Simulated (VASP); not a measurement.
Input of a VASP 6.6.1 run:

Contents of INCAR:

```
SYSTEM = BeS
PREC     = Accurate       ! precision mode
ENCUT    = 520            ! plane-wave cutoff, eV
EDIFF    = 1E-6           ! SCF threshold, eV
ISMEAR   = 0              ! smearing method
SIGMA    = 0.05           ! smearing width, eV
LREAL    = .FALSE.        ! projectors in reciprocal space
LASPH    = .TRUE.         ! aspherical terms in the spheres
NELM     = 100            ! most SCF steps
ALGO     = Normal         ! electronic algorithm
ISIF     = 2              ! what is computed and relaxed
LWAVE    = .FALSE.        ! write WAVECAR
LCHARG   = .FALSE.        ! write CHGCAR
GGA      = PS             ! functional
NBANDS   = 11             ! bands
```

File KPOINTS:

```
Automatic mesh
0
G
  10 10 10
  0 0 0
```

POSCAR

```
BeS
1.0
    0.0000000000      2.3849201357      2.3469003500
    2.3469003500      0.0000000000      2.3469003500
    2.3469003500      2.3849201357      0.0000000000
Be S
1 1
Direct
    0.0000000000      0.0000000000      0.0000000000
    0.7500000000      0.7500000000      0.7500000000
```

Potentials or basis: VASP PAW PBE potentials, release 64 (Be, S).

Command:

```bash
$ cat potpaw_PBE.64/Be/POTCAR potpaw_PBE.64/S/POTCAR > POTCAR
$ mpirun -np 1 vasp_std > vasp.out
```

Task: What does it give for the pressure?

Result: 8.5 GPa.

Task: Estimate the band gap on the k mesh.

Result: 2.65 eV, indirect (least direct gap 5.52 eV).

Stress tensor (GPa, compression positive):
```
9.07 0.00 0.00
0.00 7.44 0.00
0.00 0.00 9.07
```

Caveat: the PAW data sets were made with another functional, which shifts forces and pressure a little. A k mesh can miss the band edges.
